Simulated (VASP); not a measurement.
# Ni (Fm-3m) in VASP: settings compared

The runs below take Ni through phonons, single point, with LDA+U, r2SCAN+rVV10+U, r2SCAN+U.

Program: VASP 6.6.1. These are calculated values, not measurements. Logs are shortened: lines on timing, memory, paths and dates and some standing lists are left out, and cuts for length are marked.

**1. The cell of the first run**

Symmetry: Fm-3m, No. 225, cubic system. The conventional cell has a = 3.475 Å, b = 3.475 Å, c = 3.475 Å, α = 90.00°, β = 90.00°, γ = 90.00°. Within 3.2 Å of Ni (site symmetry m-3m) lie 12 Ni at 2.46 Å.

**2. Phonons, LDA+U, collinear spin, ferromagnetic start**

Input file INCAR:

```
PREC = Accurate
ENCUT = 520
EDIFF = 1E-8
ISMEAR = 1
SIGMA = 0.05
LREAL = F
LASPH = T
NELM = 150
ALGO = Normal
ISIF = 2
LWAVE = F
LCHARG = T
ISPIN = 2
MAGMOM = 1
LORBIT = 11
LMAXMIX = 4
LDAU = T
LDAUTYPE = 2
LDAUL = 2
LDAUU = 4.5
LDAUJ = 0
LDAUPRINT = 1
GGA = CA
IBRION = 6
NFREE = 2
POTIM = 0.015
NSW = 1
```

Input file KPOINTS:

```
regular mesh
0
Gamma
  8 8 8
```

Input file POSCAR:

```
Ni
1.0
    0.0000000000      1.7375729330      1.7375729330
    1.7375729330      0.0000000000      1.7375729330
    1.7375729330      1.7375729330      0.0000000000
Ni
1
Direct
    0.0000000000      0.0000000000      0.0000000000
```

Potentials or basis: VASP PAW LDA potentials, release 64 (Ni).

Command:

```
$ cat potpaw_LDA.64/Ni/POTCAR > POTCAR
$ mpirun -np 1 vasp_std > vasp.out
```

OUTCAR:

```text
PREC = Accurate
   ENCUT = 520
   EDIFF = 1E-8
   ISMEAR = 1
   LREAL = F
   LASPH = T
   NELM = 150
   ISIF = 2
   ISPIN = 2
   LORBIT = 11
   GGA = CA
   IBRION = 6
   NFREE = 2
   POTIM = 0.015
   NSW = 1

 ion  position               nearest neighbor table
   1  0.000  0.000  0.000-

  LATTYP: Found a face centered cubic cell.
 ALAT       =     3.4751458660

  Lattice vectors:

 A1 = (   0.0000000000,   1.7375729330,   1.7375729330)
 A2 = (   1.7375729330,   0.0000000000,   1.7375729330)
 A3 = (   1.7375729330,   1.7375729330,   0.0000000000)

Analysis of symmetry for initial positions (statically):
=====================================================================
 Subroutine PRICEL returns:
 Original cell was already a primitive cell.

 Routine SETGRP: Setting up the symmetry group for a
 face centered cubic supercell.

 Subroutine GETGRP returns: Found 48 space group operations
 (whereof 48 operations were pure point group operations)
 out of a pool of 48 trial point group operations.

The static configuration has the point symmetry O_h .

Analysis of symmetry for dynamics (positions and initial velocities):
=====================================================================
 Subroutine PRICEL returns:
 Original cell was already a primitive cell.

 Routine SETGRP: Setting up the symmetry group for a
 face centered cubic supercell.

 Subroutine GETGRP returns: Found 48 space group operations
 (whereof 48 operations were pure point group operations)
 out of a pool of 48 trial point group operations.

The dynamic configuration has the point symmetry O_h .

Analysis of structural, dynamic, and magnetic symmetry:
=====================================================================
 Subroutine PRICEL returns:
 Original cell was already a primitive cell.

 Routine SETGRP: Setting up the symmetry group for a
 face centered cubic supercell.

 Subroutine GETGRP returns: Found 48 space group operations
 (whereof 48 operations were pure point group operations)
 out of a pool of 48 trial point group operations.

The overall configuration has the point symmetry O_h .

 Subroutine INISYM returns: Found 48 space group operations
 (whereof 48 operations are pure point group operations),
 and found     1 'primitive' translations

----------------------------------------------------------------------------------------

                                     Primitive cell

  volume of cell :      10.4920

  direct lattice vectors                    reciprocal lattice vectors
     0.000000000  1.737572933  1.737572933    -0.287757705  0.287757705  0.287757705
     1.737572933  0.000000000  1.737572933     0.287757705 -0.287757705  0.287757705
     1.737572933  1.737572933  0.000000000     0.287757705  0.287757705 -0.287757705

  length of vectors
     2.457299207  2.457299207  2.457299207     0.498410966  0.498410966  0.498410966

  position of ions in fractional coordinates (direct lattice)
     0.000000000  0.000000000  0.000000000

  ion indices of the primitive-cell ions
   primitive index   ion index
                 1           1

----------------------------------------------------------------------------------------

 KPOINTS: regular mesh

Automatic generation of k-mesh.
 Grid dimensions read from file:
 generate k-points for:    8    8    8

[... 99 lines left out ...]
 spin polarized calculation
 Methfessel and Paxton  Order N= 1 SIGMA  =   0.05
  energy-cutoff  :      520.00
  volume of cell :       10.49
 maximum number of plane-waves:       295
   NGX =  9   NGY =  9   NGZ =  9

--------------------------------------- Ionic step        1  -------------------------------------------

 number of electron      10.0000000 magnetization       1.0000000

 number of electron       9.9999999 magnetization       0.6834684

 Free energy of the ion-electron system (eV)
  ---------------------------------------------------
  ext. energy  EPLUGINS =         0.00000000
  ---------------------------------------------------
  free energy    TOTEN  =        -3.81420081 eV

  energy without entropy =       -3.81498611  energy(sigma->0) =       -3.81446258

------------------------ aborting loop because EDIFF is reached ----------------------------------------

  FORCE on cell =-STRESS in cart. coord.  units (eV):
  Direction    XX          YY          ZZ          XY          YZ          ZX
  --------------------------------------------------------------------------------------
  -------------------------------------------------------------------------------------
  Total       -1.3434684     -1.3434684     -1.3434684      0.0000000      0.0000000      0.0000000
  in kB     -205.1534922   -205.1534922   -205.1534922      0.0000000      0.0000000      0.0000000
  external PRESSURE =    -205.1534922 kB  Pullay stress =       0.0000000 kB
[... 51 lines left out ...]
  FREE ENERGIE OF THE ION-ELECTRON SYSTEM (eV)
  ---------------------------------------------------
  free  energy   TOTEN  =        -3.8142010215 eV

  energy  without entropy=       -3.8149862831  energy(sigma->0) =       -3.81446278

atom =   1  type =  1  l = 2

 onsite density matrix

spin component  1

  0.9272  0.0000 -0.0000 -0.0000  0.0000
  0.0000  0.9272  0.0000  0.0000 -0.0000
 -0.0000  0.0000  0.9364  0.0000 -0.0000
 -0.0000  0.0000  0.0000  0.9272 -0.0000
  0.0000 -0.0000 -0.0000 -0.0000  0.9364

spin component  2

  0.7063  0.0000  0.0000  0.0000  0.0000
  0.0000  0.7063 -0.0000  0.0000  0.0000
  0.0000 -0.0000  0.8986 -0.0000  0.0000
  0.0000  0.0000 -0.0000  0.7063  0.0000
  0.0000  0.0000  0.0000  0.0000  0.8986

 occupancies and eigenvectors

  o =  0.7063  v =  0.0000  0.0000  0.0000  0.0000  0.0000  1.0000  0.0000  0.0000  0.0000  0.0000      0.0000  0.0000  0.0000  0.0000  0.0000  0.0000  0.0000  0.0000  0.0000  0.0000
  o =  0.7063  v =  0.0000  0.0000  0.0000  0.0000  0.0000  0.0000 -0.2471 -0.0000  0.9690 -0.0000      0.0000  0.0000  0.0000  0.0000  0.0000  0.0000  0.0000  0.0000  0.0000  0.0000
  o =  0.7063  v =  0.0000  0.0000  0.0000  0.0000  0.0000  0.0000 -0.9690 -0.0000 -0.2471  0.0000      0.0000  0.0000  0.0000  0.0000  0.0000  0.0000  0.0000  0.0000  0.0000  0.0000
  o =  0.8986  v =  0.0000  0.0000  0.0000  0.0000  0.0000  0.0000 -0.0000  0.0267 -0.0000 -0.9996      0.0000  0.0000  0.0000  0.0000  0.0000  0.0000  0.0000  0.0000  0.0000  0.0000
  o =  0.8986  v =  0.0000  0.0000  0.0000  0.0000  0.0000  0.0000 -0.0000  0.9996  0.0000  0.0267      0.0000  0.0000  0.0000  0.0000  0.0000  0.0000  0.0000  0.0000  0.0000  0.0000
  o =  0.9272  v =  0.0000  0.9402 -0.0000 -0.3405  0.0000  0.0000  0.0000  0.0000  0.0000  0.0000      0.0000  0.0000  0.0000  0.0000  0.0000  0.0000  0.0000  0.0000  0.0000  0.0000
  o =  0.9272  v =  1.0000  0.0000  0.0000  0.0000  0.0000  0.0000  0.0000  0.0000  0.0000  0.0000      0.0000  0.0000  0.0000  0.0000  0.0000  0.0000  0.0000  0.0000  0.0000  0.0000
  o =  0.9272  v =  0.0000  0.3405  0.0000  0.9402  0.0000  0.0000  0.0000  0.0000  0.0000  0.0000      0.0000  0.0000  0.0000  0.0000  0.0000  0.0000  0.0000  0.0000  0.0000  0.0000
  o =  0.9364  v =  0.0000 -0.0000 -0.0412 -0.0000  0.9992  0.0000  0.0000  0.0000  0.0000  0.0000      0.0000  0.0000  0.0000  0.0000  0.0000  0.0000  0.0000  0.0000  0.0000  0.0000
  o =  0.9364  v =  0.0000  0.0000 -0.9992  0.0000 -0.0412  0.0000  0.0000  0.0000  0.0000  0.0000      0.0000  0.0000  0.0000  0.0000  0.0000  0.0000  0.0000  0.0000  0.0000  0.0000

--------------------------------------- Ionic step        3  -------------------------------------------

 number of electron      10.0000000 magnetization       0.6834629

 Free energy of the ion-electron system (eV)
  ---------------------------------------------------
  ext. energy  EPLUGINS =         0.00000000
  ---------------------------------------------------
  free energy    TOTEN  =        -3.81420102 eV

  energy without entropy =       -3.81498627  energy(sigma->0) =       -3.81446277

 E-fermi :   9.0466     XC(G=0): -13.7604

 val. band max:        9.0057728437   @ k =   0.3750   0.3750   0.0000
 cond. band min:       9.0570026781   @ k =   0.5000   0.0000   0.0000
 fundamental gap:      0.0512298344
 Fermi energy:         9.0466388174

 spin component 1

 k-point     1 :       0.0000    0.0000    0.0000
  band No.  band energies     occupation
      1       0.3292      1.00000
      2       5.5566      1.00000
      3       5.5566      1.00000
      4       5.5566      1.00000
      5       6.8614      1.00000
      6       6.8614      1.00000
      7      33.6245      0.00000
      8      37.7076      0.00000
      9      37.7076      0.00000
     10      37.7076      0.00000
[... 643 lines left out ...]
  FREE ENERGIE OF THE ION-ELECTRON SYSTEM (eV)
  ---------------------------------------------------
  free  energy   TOTEN  =        -3.8142010157 eV

  energy  without entropy=       -3.8149862724  energy(sigma->0) =       -3.81446277

 INTERNAL STRAIN TENSORS FROM DISPLACED ATOMS
 ============================================

 INTERNAL STRAIN TENSOR FOR ION    1 for displacements in x,y,z  (eV/Angst):
          X           Y           Z          XY          YZ          ZX
  --------------------------------------------------------------------------------
  x     0.00000     0.00000     0.00000     0.00000     0.00000     0.00000
  y     0.00000     0.00000     0.00000     0.00000     0.00000     0.00000
  z     0.00000     0.00000     0.00000     0.00000     0.00000     0.00000

 Eigenvectors and eigenvalues of the dynamical matrix
 ----------------------------------------------------

   1 f  =    0.000000 THz     0.000000 2PiTHz    0.000000 cm-1     0.000000 meV
             X         Y         Z           dx          dy          dz
      0.000000  0.000000  0.000000    -0.793846   -0.608119    0.000000

   2 f  =    0.000000 THz     0.000000 2PiTHz    0.000000 cm-1     0.000000 meV
             X         Y         Z           dx          dy          dz
      0.000000  0.000000  0.000000     0.000000    0.000000    1.000000

   3 f  =    0.000000 THz     0.000000 2PiTHz    0.000000 cm-1     0.000000 meV
             X         Y         Z           dx          dy          dz
      0.000000  0.000000  0.000000    -0.608119    0.793846    0.000000

 ELASTIC MODULI CONTR FROM IONIC RELAXATION (kBar)
 Direction    XX          YY          ZZ          XY          YZ          ZX
 --------------------------------------------------------------------------------
 XX           0.0000      0.0000      0.0000      0.0000      0.0000      0.0000
 YY           0.0000      0.0000      0.0000      0.0000      0.0000      0.0000
 ZZ           0.0000      0.0000      0.0000      0.0000      0.0000      0.0000
 XY           0.0000      0.0000      0.0000      0.0000      0.0000      0.0000
 YZ           0.0000      0.0000      0.0000      0.0000      0.0000      0.0000
 ZX           0.0000      0.0000      0.0000      0.0000      0.0000      0.0000
 --------------------------------------------------------------------------------

 total charge

# of ion       s       p       d       tot
------------------------------------------
    1        0.493   0.459   8.539   9.491

 magnetization (x)

# of ion       s       p       d       tot
------------------------------------------
    1       -0.008  -0.030   0.740   0.702
```

Run time: 20 s. Hardware: 1 thread of Intel Xeon 8259CL, shared host; peak memory 0.13 GiB.

Results:

```
Net moment                                            : 0.68 μB per cell
Site moments                                          : Ni +0.70 μB
Valence electrons inside the program's atomic spheres : Ni 9.49
```

Eigenvalues of the final occupation matrices:
```tsv
site	spin	trace	eigenvalues
site 1 d	1	4.65	0.93 0.93 0.93 0.94 0.94
site 1 d	2	3.92	0.71 0.71 0.71 0.90 0.90
```

Caveat: the k points lie up to 0.39 Å⁻¹ apart; the cell stands under pressure or tension, which shifts response properties; the U is typed as a test and isn't derived for this compound. The state reached can hang on the start; a lower one may exist.

(Continued in part 2 of 2.)
